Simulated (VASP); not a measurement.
# In8P7 (a cell with a defect) in VASP: single point with PBE

Aim: the single point of In8P7 (a cell with a defect) with PBE.

Program: VASP 6.6.1. These are calculated values, not measurements. Logs are shortened: lines on timing, memory, paths and dates and some standing lists are left out, and cuts for length are marked.

## (1) The cell of the first run

The cell holds a defect, 15 atoms: a = 8.193 Å, b = 8.193 Å, c = 8.193 Å, α = 60.00°, β = 60.00°, γ = 60.00°.

## (2) Single point, PBE

File INCAR:

```
SYSTEM = In8P7
  ALGO = Normal
  EDIFF = 1E-6
  ENCUT = 520
  GGA = PE
  ISIF = 2
  ISMEAR = -1
  LASPH = .True.
  LCHARG = .False.
  LREAL = Auto
  LWAVE = .False.
  NBANDS = 82
  NELM = 80
  PREC = Accurate
  SIGMA = 0.1
```

File KPOINTS:

```
k-points
0
Gamma
  2 2 2
  0 0 0
```

File POSCAR:

```
In8P7
1.0
    0.0000000000      5.7931160000      5.7931160000
    5.7931160000      0.0000000000      5.7931160000
    5.7931160000      5.7931160000      0.0000000000
P In
7 8
Direct
    0.1304803840      0.1196278479      0.1306062230
    0.1304953155      0.1196294878      0.6199229396
    0.1251870323      0.6249260329      0.1252733417
    0.1306399699      0.6302412208      0.6198808206
    0.6199004991      0.1196503747      0.1305600475
    0.6198714992      0.6301687209      0.1306914103
    0.6198568266      0.6301937507      0.6199011896
   -0.0021828494      0.0071542672     -0.0021664507
   -0.0498510646      0.0165893450      0.5169556418
   -0.0022151291      0.4975542523     -0.0022094327
   -0.0022283345      0.4975526124      0.5075251385
    0.5168089160      0.0164963035     -0.0495242975
    0.5168336004      0.0165253035      0.5168967789
    0.5074353767      0.4975747076     -0.0021905310
    0.5170200286      0.4494810737      0.5170721594
```

Potentials or basis: VASP PAW PBE potentials, release 64 (P, In_d).

The run is started by

```bash
> cat potpaw_PBE.64/P/POTCAR potpaw_PBE.64/In_d/POTCAR > POTCAR
> mpirun -np 1 vasp_std > vasp.out
```

OUTCAR:

```text
SYSTEM = In8P7
   EDIFF = 1E-6
   ENCUT = 520
   GGA = PE
   ISIF = 2
   ISMEAR = -1
   LASPH = .True.
   LREAL = Auto
   NELM = 80
   PREC = Accurate

 ion  position               nearest neighbor table
   1  0.130  0.120  0.131-   8 2.53  10 2.53  12 2.61   9 2.61
   2  0.130  0.120  0.620-   8 2.53  11 2.53  13 2.61   9 2.61
   3  0.125  0.625  0.125-   8 2.56  14 2.56  11 2.56  10 2.56
   4  0.131  0.630  0.620-  10 2.53  11 2.53   9 2.61  15 2.61
   5  0.620  0.120  0.131-   8 2.53  14 2.53  12 2.61  13 2.61
   6  0.620  0.630  0.131-  14 2.53  10 2.53  12 2.61  15 2.61
   7  0.620  0.630  0.620-  14 2.53  11 2.53  13 2.61  15 2.61
   8  0.998  0.007  0.998-   1 2.53   2 2.53   5 2.53   3 2.56  11 4.02  10 4.02  14 4.02
   9  0.950  0.017  0.517-   1 2.61   2 2.61   4 2.61  15 3.55  13 3.55  12 3.55
  10  0.998  0.498  0.998-   4 2.53   6 2.53   1 2.53   3 2.56  11 4.02  14 4.02   8 4.02
  11  0.998  0.498  0.508-   4 2.53   7 2.53   2 2.53   3 2.56  10 4.02  14 4.02   8 4.02
  12  0.517  0.016  0.950-   5 2.61   1 2.61   6 2.61  15 3.55   9 3.55  13 3.55
  13  0.517  0.017  0.517-   5 2.61   2 2.61   7 2.61  15 3.55   9 3.55  12 3.55
  14  0.507  0.498  0.998-   7 2.53   6 2.53   5 2.53   3 2.56  11 4.02  10 4.02   8 4.02
  15  0.517  0.449  0.517-   6 2.61   7 2.61   4 2.61   9 3.55  13 3.55  12 3.55

  LATTYP: Found a face centered cubic cell.
 ALAT       =    11.5862320000

  Lattice vectors:

 A1 = (   0.0000000000,   5.7931160000,   5.7931160000)
 A2 = (   5.7931160000,   0.0000000000,   5.7931160000)
 A3 = (   5.7931160000,   5.7931160000,   0.0000000000)

Analysis of symmetry for initial positions (statically):
=====================================================================
 Subroutine PRICEL returns:
 Original cell was already a primitive cell.

 Routine SETGRP: Setting up the symmetry group for a
 face centered cubic supercell.

 Subroutine GETGRP returns: Found  1 space group operations
 (whereof  1 operations were pure point group operations)
 out of a pool of 48 trial point group operations.

The static configuration has the point symmetry C_1 .

Analysis of symmetry for dynamics (positions and initial velocities):
=====================================================================
 Subroutine PRICEL returns:
 Original cell was already a primitive cell.

[... 130 lines left out ...]
   EFERMI =   0.00;   METHOD = LEGACY
   ISMEAR =    -1;   SIGMA  =   0.10  broadening in eV -4-tet -1-fermi 0-gaus
   EFERMI_NEDOS =   21; number of points for ismear=-14 and -15
   IALGO  =     38    algorithm
   IMIX   =      4    mixing-type and parameters
     AMIX     =   0.40;   BMIX     =  1.00
     AMIX_MAG =   1.60;   BMIX_MAG =  1.00
  volume/ion in A,a.u.               =      25.92       174.93
  Fermi-wavevector in a.u.,A,eV,Ry     =   1.161870  2.195616 18.367075  1.349942
  Thomas-Fermi vector in A             =   2.298437
   LORBIT       =      0    0 simple, 1 ext, 2 COOP (PROOUT), +10 PAW based schemes
   GGA     = PE    functional components
   LHFCALC =     F    Hartree Fock is set to
   AEXX    =    0.0000 exact exchange contribution
   IVDW    =     0    specifies the selected vdW correction
   LEPSILON=     F    determine dielectric tensor
   LRPA    =     F    only Hartree local field effects (RPA)
 non-spin polarized calculation
  energy-cutoff  :      520.00
  volume of cell :      388.84
 maximum number of plane-waves:     10489
 NGX is ok and might be reduce to    64
   NGX = 31   NGY = 31   NGZ = 31

 number of electron     139.0000004 magnetization

 Free energy of the ion-electron system (eV)
  ---------------------------------------------------
  ext. energy  EPLUGINS =         0.00000000
  ---------------------------------------------------
  free energy    TOTEN  =       -59.31007142 eV

  energy without entropy =      -59.15948488  energy(sigma->0) =      -59.23477815

 E-fermi :   4.8567     XC(G=0):  -9.2794

 val. band max:        4.6799197029   @ k =   0.0000   0.5000   0.0000
 cond. band min:       4.8867668328   @ k =   0.0000   0.0000   0.0000
 fundamental gap:      0.2068471299
 Fermi energy:         4.8567207299

 k-point     1 :       0.0000    0.0000    0.0000
  band No.  band energies     occupation
      1      -9.3157      2.00000
      2      -9.3157      2.00000
      3      -9.2705      2.00000
      4      -9.2468      2.00000
      5      -9.2467      2.00000
      6      -9.2467      2.00000
[... 661 lines left out ...]
     80       8.9151      0.00000
     81       9.3826      0.00000
 [bands above 81 left out]

------------------------ aborting loop because EDIFF is reached ----------------------------------------

  FORCE on cell =-STRESS in cart. coord.  units (eV):
  Direction    XX          YY          ZZ          XY          YZ          ZX
  --------------------------------------------------------------------------------------
  -------------------------------------------------------------------------------------
  Total        3.9688209      3.9668210      3.9672119      0.0045675      0.0005693     -0.0051366
  in kB       16.3533003     16.3450600     16.3466706      0.0188201      0.0023458     -0.0211649
  external PRESSURE =      16.3483436 kB  Pullay stress =       0.0000000 kB

 VOLUME and BASIS-vectors are now :
 -----------------------------------------------------------------------------
  energy-cutoff  :      520.00
  volume of cell :      388.84
      direct lattice vectors                 reciprocal lattice vectors
     0.000000000  5.793116000  5.793116000    -0.086309337  0.086309337  0.086309337
     5.793116000  0.000000000  5.793116000     0.086309337 -0.086309337  0.086309337
     5.793116000  5.793116000  0.000000000     0.086309337  0.086309337 -0.086309337

 POSITION                                       TOTAL-FORCE (eV/Angst)
 -----------------------------------------------------------------------------------
      1.44963      1.51251      1.44891         0.001167     -0.003299      0.000850
      4.28431      4.34726      1.44900         0.003389      0.000324      0.000841
      4.34599      1.45095      4.34549        -0.000647     -0.001740      0.000205
      7.24210      4.34785      4.40787         0.000983      0.001021     -0.002569
      1.44950      4.34750      4.28430         0.000876      0.000153      0.003069
      4.40775      4.34810      7.24163        -0.001924      0.001151      0.000622
      7.24195      7.18206      7.24169         0.000240      0.002164      0.000514
      5.82201     11.56104      5.82192         0.003958     -0.004296      0.003975
      3.09089      8.49911      5.60043        -0.011874      0.014360      0.013515
      8.66271     11.56060      8.66267        -0.008808     -0.007776     -0.008659
      5.82253      8.72036      8.66259         0.006441      0.010802     -0.007419
      5.60178      8.50015      3.08950         0.013340      0.011013     -0.010541
      3.09018      5.98852      3.08981        -0.015899     -0.014709     -0.017405
      8.66293      8.72006      5.82214        -0.008719      0.011657      0.007004
      5.59935      5.99062      5.59905         0.017477     -0.020825      0.015997
 -----------------------------------------------------------------------------------
    total drift:                               -0.012400      0.000743     -0.010869

  FREE ENERGIE OF THE ION-ELECTRON SYSTEM (eV)
  ---------------------------------------------------
  free  energy   TOTEN  =       -59.3100714224 eV

  energy  without entropy=      -59.1594848817  energy(sigma->0) =      -59.23477815
```

OSZICAR:

```text
N       E                     dE             d eps       ncg     rms          rms(c)
DAV:   1     0.154360167170E+04    0.15436E+04   -0.60343E+04  1312   0.196E+03
DAV:   2     0.203724964654E+03   -0.13399E+04   -0.13158E+04  1312   0.544E+02
DAV:   3    -0.404061009370E+02   -0.24413E+03   -0.23401E+03  1452   0.231E+02
DAV:   4    -0.616207712107E+02   -0.21215E+02   -0.20829E+02  1616   0.647E+01
DAV:   5    -0.624122932009E+02   -0.79152E+00   -0.78883E+00  1896   0.122E+01    0.163E+01
DAV:   6    -0.592728624735E+02    0.31394E+01   -0.93949E+00  1718   0.206E+01    0.861E+00
DAV:   7    -0.593151283243E+02   -0.42266E-01   -0.27664E+00  1728   0.767E+00    0.381E+00
DAV:   8    -0.593047361722E+02    0.10392E-01   -0.19930E-01  1760   0.335E+00    0.236E+00
DAV:   9    -0.593078064765E+02   -0.30703E-02   -0.26360E-02  1980   0.104E+00    0.590E-01
DAV:  10    -0.593093333430E+02   -0.15269E-02   -0.27529E-03  1872   0.359E-01    0.275E-01
DAV:  11    -0.593099856527E+02   -0.65231E-03   -0.88811E-04  1756   0.117E-01    0.535E-02
DAV:  12    -0.593100529483E+02   -0.67296E-04   -0.13191E-04  1632   0.108E-01    0.334E-02
DAV:  13    -0.593100652118E+02   -0.12264E-04   -0.28404E-05  1472   0.220E-02    0.166E-02
DAV:  14    -0.593100709994E+02   -0.57876E-05   -0.11327E-05  1196   0.188E-02    0.430E-03
DAV:  15    -0.593100714224E+02   -0.42300E-06   -0.14617E-06   992   0.742E-03
   1 F= -.59310071E+02 E0= -.59234778E+02  d E =-.150587E+00
```

Wall time 4.1 min (1 thread of Intel Xeon 6975P-C (Granite Rapids), shared host); peak memory 0.61 GiB.

What came out:

```
Free energy            : -59.3101 eV
Pressure               : 1.6 GPa
Largest force          : 0.032 eV/Å
Band gap on the k mesh : zero (an odd number of electrons rules out a gap without spin polarisation)
```

Forces on the atoms (eV/Å):
```
P    0.001 -0.003  0.001
P    0.003  0.000  0.001
P   -0.001 -0.002  0.000
P    0.001  0.001 -0.003
P    0.001  0.000  0.003
P   -0.002  0.001  0.001
P    0.000  0.002  0.001
In   0.004 -0.004  0.004
In  -0.012  0.014  0.014
In  -0.009 -0.008 -0.009
In   0.006  0.011 -0.007
In   0.013  0.011 -0.011
In  -0.016 -0.015 -0.017
In  -0.009  0.012  0.007
In   0.017 -0.021  0.016
```

Caveat: the k points lie up to 0.47 Å⁻¹ apart, too coarse for converged energies and pressures of a metal; spin-orbit coupling is left out, which moves the levels of the heavy elements.
